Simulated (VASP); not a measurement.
# Li4Nb4O11 (a cell with a defect) in VASP: a series of runs, part 2 of 2

VASP 6.6.1. Earlier steps stand in the parts before.

## (3) Single point, PBEsol

The input, INCAR:

```
SYSTEM = Li4Nb4O11
ALGO = Normal
EDIFF = 1E-6
ENCUT = 520
GGA = PS
ISIF = 2
ISMEAR = 0
LASPH = .TRUE.
LCHARG = .TRUE.
LELF = .TRUE.
LREAL = Auto
LVHAR = .TRUE.
LWAVE = .FALSE.
NBANDS = 80
NELECT = 128.0
NELM = 60
PREC = Accurate
SIGMA = 0.05
```

The input, KPOINTS:

```
k-points
0
G
  4 4 4
  0 0 0
```

The input, POSCAR:

```
Li4Nb4O11
1.0
    5.1950821957      0.0000000000      0.0000000000
    0.0000000000      2.9993821042     -4.7271664166
    0.0000000000      5.9987642083      4.7271664167
Li Nb O
4 4 11
Direct
    0.0000000000      0.2865432153      0.3567283924
    0.5000000000      0.7865432153      0.8567283924
    0.0000000000      0.7134567847      0.6432716076
    0.5000000000      0.2134567847      0.1432716076
    0.0000000000      0.7111568631      0.1444215685
    0.5000000000      0.2111568631      0.6444215685
    0.0000000000      0.2888431369      0.8555784315
    0.5000000000      0.7888431369      0.3555784315
    0.8020967884      0.0253128181      0.7589912829
    0.3020967884      0.5253128181      0.2589912829
    0.3273039138      0.1547135204      0.8883919851
    0.3705992977      0.8526167320      0.5862951967
    0.8705992977      0.3526167320      0.0862951967
    0.1979032116      0.9746871819      0.2410087171
    0.6979032116      0.4746871819      0.7410087171
    0.1726960862      0.3452864796      0.6116080149
    0.6622943055      0.6150727617      0.2145039973
    0.6294007023      0.1473832680      0.4137048033
    0.1294007023      0.6473832680      0.9137048033
```

Potentials or basis: VASP PAW PBE potentials, release 64 (Li_sv, Nb_sv, O).

Run with:

```bash
$ cat potpaw_PBE.64/Li_sv/POTCAR potpaw_PBE.64/Nb_sv/POTCAR potpaw_PBE.64/O/POTCAR > POTCAR
$ mpirun -np 1 vasp_std > vasp.out
```

OUTCAR:

```text
SYSTEM = Li4Nb4O11
   EDIFF = 1E-6
   ENCUT = 520
   GGA = PS
   ISIF = 2
   ISMEAR = 0
   LASPH = .TRUE.
   LREAL = Auto
   NELECT = 128.0
   NELM = 60
   PREC = Accurate

 ion  position               nearest neighbor table
   1  0.000  0.287  0.357-  18 2.14  16 2.14  14 2.14  10 2.24  13 2.24
[... 2152 lines left out ...]
  -------------------------------------------------------------------------------------
  Total       -1.9751517     -0.0687108    -19.5298790    -12.9969978     -1.3606928     -2.5086621
  in kB      -14.3207141     -0.4981831   -141.6001682    -94.2339209     -9.8656185    -18.1888976
  external PRESSURE =     -52.1396885 kB  Pullay stress =       0.0000000 kB

 VOLUME and BASIS-vectors are now :
 -----------------------------------------------------------------------------
  energy-cutoff  :      520.00
  volume of cell :      220.98
      direct lattice vectors                 reciprocal lattice vectors
     5.195082196  0.000000000  0.000000000     0.192489736  0.000000000  0.000000000
     0.000000000  2.999382104 -4.727166417     0.000000000  0.111134001 -0.141028813
     0.000000000  5.998764208  4.727166417     0.000000000  0.111134001  0.070514406

 POSITION                                       TOTAL-FORCE (eV/Angst)
 -----------------------------------------------------------------------------------
      0.00000      2.99938      0.33178         0.317117     -0.200574      0.475118
      2.59754      7.49846      0.33178        -0.381284     -0.851490     -0.547832
      0.00000      5.99876     -0.33178         0.437273      0.760521      0.442368
      2.59754      1.49969     -0.33178        -0.346795      0.284888     -0.759165
      0.00000      2.99938     -2.67905         5.201278     -3.849785      0.871926
      2.59754      4.49907      2.04811        -0.811168      1.390074      0.673748
[... 11 lines left out ...]
      3.26979      2.92378      1.25895         0.735329     -2.485823     -0.178593
      0.67225      7.42285      1.25895        -0.785523      2.068526      0.163828
 -----------------------------------------------------------------------------------
    total drift:                               -0.001710      0.001175      0.001626

  FREE ENERGIE OF THE ION-ELECTRON SYSTEM (eV)
  ---------------------------------------------------
  free  energy   TOTEN  =      -161.1362930552 eV

  energy  without entropy=     -161.1362930552  energy(sigma->0) =     -161.13629306
```

OSZICAR:

```text
N       E                     dE             d eps       ncg     rms          rms(c)
DAV:   1     0.149614385249E+04    0.14961E+04   -0.67692E+04  5768   0.168E+03
DAV:   2    -0.229036223867E+02   -0.15190E+04   -0.14473E+04  6928   0.605E+02
DAV:   3    -0.179796447673E+03   -0.15689E+03   -0.15506E+03  8400   0.177E+02
DAV:   4    -0.192728420077E+03   -0.12932E+02   -0.12887E+02 10696   0.471E+01
DAV:   5    -0.193801206655E+03   -0.10728E+01   -0.10720E+01  9224   0.929E+00    0.394E+01
DAV:   6    -0.162474171163E+03    0.31327E+02   -0.16284E+02  8368   0.570E+01    0.157E+01
DAV:   7    -0.161420211632E+03    0.10540E+01   -0.21162E+01  8960   0.210E+01    0.895E+00
DAV:   8    -0.161207126298E+03    0.21309E+00   -0.24507E+00  9232   0.817E+00    0.373E+00
DAV:   9    -0.161129820088E+03    0.77306E-01   -0.58336E-01  8656   0.437E+00    0.129E+00
DAV:  10    -0.161134316756E+03   -0.44967E-02   -0.10076E-01  9056   0.165E+00    0.785E-01
DAV:  11    -0.161135421703E+03   -0.11049E-02   -0.21643E-02  8024   0.771E-01    0.218E-01
DAV:  12    -0.161135921352E+03   -0.49965E-03   -0.44447E-03  8904   0.371E-01    0.118E-01
DAV:  13    -0.161136142036E+03   -0.22068E-03   -0.10002E-03  8360   0.147E-01    0.541E-02
DAV:  14    -0.161136242696E+03   -0.10066E-03   -0.15830E-04  8304   0.598E-02    0.208E-02
DAV:  15    -0.161136288531E+03   -0.45835E-04   -0.73159E-05  7528   0.409E-02    0.130E-02
DAV:  16    -0.161136292586E+03   -0.40549E-05   -0.97526E-06  7992   0.143E-02    0.703E-03
DAV:  17    -0.161136293055E+03   -0.46915E-06   -0.37871E-06  5768   0.102E-02
   1 F= -.16113629E+03 E0= -.16113629E+03  d E =-.167251E-26
```

It took 44 min on 1 thread of Intel Xeon 8259CL, shared host; peak memory 0.55 GiB.

Results:

```
Free energy   : -161.1363 eV
Largest force : 16.539 eV/Å
```

Forces on the atoms (eV/Å):
```
Li   0.317 -0.201  0.475
Li  -0.381 -0.851 -0.548
Li   0.437  0.761  0.442
Li  -0.347  0.285 -0.759
Nb   5.201 -3.850  0.872
Nb  -0.811  1.390  0.674
Nb  -0.100 -1.113  0.158
Nb  -9.929 12.699 -3.698
O   -0.080 -0.036  0.444
O   -6.584 -0.285  0.059
O    0.361 -0.008  0.182
O    0.360 -0.030  1.383
O    2.212 -1.965  1.354
O    0.460 -0.195  0.693
O    0.144  0.010 -0.398
O    0.040 -0.018 -0.232
O    8.749 -6.176 -1.086
O    0.735 -2.486 -0.179
O   -0.786  2.069  0.164
```

Caveat: the cell carries a net charge on a neutralising background, which shifts energy and pressure; the cell differs from its parent crystal (atoms taken out, atom 17 moved 0.500 of the way to it and -0.900 Å across, host rigid); the cell is charged against a uniform background, so pressure and absolute levels hang on convention; the cutoff is under 1.25 times the usual one of these potentials, so pressure, stress and relaxed cells hold a basis-set (Pulay) error; the PAW data sets were made with another functional, which shifts forces and pressure a little.

## (4) Single point, PBEsol

The input, INCAR:

```
PREC = Accurate ; ENCUT = 520
EDIFF = 1E-6 ; ISMEAR = 0
SIGMA = 0.05 ; LREAL = Auto
LASPH = True ; NELM = 60
ALGO = Normal ; ISIF = 2
LWAVE = False ; LCHARG = True
GGA = PS ; LELF = True
LVHAR = True ; NBANDS = 80
NELECT = 128.0
```

The input, KPOINTS:

```
regular mesh
0
Gamma
  4 4 4
```

POSCAR, as its differences from that of step 3:

```diff
@@ -24,3 +24,3 @@
     0.1726960862      0.3452864796      0.6116080149
-    0.6622943055      0.6150727617      0.2145039973
+    0.6365211806      0.6468412740      0.1683641094
     0.6294007023      0.1473832680      0.4137048033
```

Run with:

```bash
$ cat potpaw_PBE.64/Li_sv/POTCAR potpaw_PBE.64/Nb_sv/POTCAR potpaw_PBE.64/O/POTCAR > POTCAR
$ mpirun -np 1 vasp_std > vasp.out
```

Run time: 45 min. Hardware: 1 thread of Intel Xeon 8259CL, shared host; peak memory 0.55 GiB.

Results (log left out):

- Free energy: -162.2668 eV
- Largest force: 10.156 eV/Å

Forces in eV/Å, atoms in the order of the input:
```
Li   0.389 -0.267  0.517
Li  -0.268 -0.608 -0.320
Li   0.444  0.826  0.480
Li  -0.287  0.172 -0.727
Nb   4.098 -4.555  0.732
Nb  -0.741  1.684  0.734
Nb  -0.090 -0.908  0.303
Nb  -6.386  7.775 -1.379
O   -0.101 -0.116  0.366
O   -5.699  0.561  0.819
O    0.320 -0.041  0.099
O    0.188 -0.201  1.056
O    1.822 -0.754  1.641
O    0.703  0.210  0.835
O    0.113 -0.145 -0.437
O   -0.007 -0.003 -0.230
O    5.560 -3.314 -4.505
O    0.728 -2.498 -0.125
O   -0.785  2.184  0.141
```

Levels at points of the mesh, in eV from the Fermi level:
```csv
k point,band 60,band 61,band 62,band 63,band 64,band 65,band 66,band 67,band 68,band 69
"(0.00, 0.00, 0.00)",-1.10,-1.02,-0.99,-0.59,-0.33,1.31,1.86,2.39,2.83,3.13
"(0.50, 0.00, 0.00)",-1.17,-0.90,-0.77,-0.72,-0.41,1.59,2.00,2.33,2.70,2.99
"(0.00, 0.50, 0.00)",-1.18,-1.11,-0.83,-0.72,-0.44,1.39,2.13,2.40,2.91,3.15
"(0.50, 0.50, 0.00)",-1.04,-0.97,-0.81,-0.77,-0.29,1.69,1.96,2.42,2.77,3.10
"(0.00, 0.00, 0.50)",-1.06,-0.89,-0.86,-0.66,-0.47,1.38,1.91,2.47,2.90,3.01
"(0.50, 0.00, 0.50)",-1.16,-0.91,-0.78,-0.71,-0.24,1.56,2.00,2.32,2.73,2.92
"(0.00, 0.50, 0.50)",-1.03,-0.92,-0.85,-0.73,-0.30,1.31,2.12,2.42,2.79,3.17
"(0.50, 0.50, 0.50)",-1.20,-0.90,-0.81,-0.72,-0.52,1.73,2.02,2.39,2.81,3.08
```

Caveat: the cell carries a net charge on a neutralising background, which shifts energy and pressure; the cell differs from its parent crystal (atoms taken out, atom 17 moved 0.333 of the way to it and -0.900 Å across, host rigid); the cell is charged against a uniform background, so pressure and absolute levels hang on convention; the cutoff is under 1.25 times the usual one of these potentials, so pressure, stress and relaxed cells hold a basis-set (Pulay) error; the PAW data sets were made with another functional, which shifts forces and pressure a little.
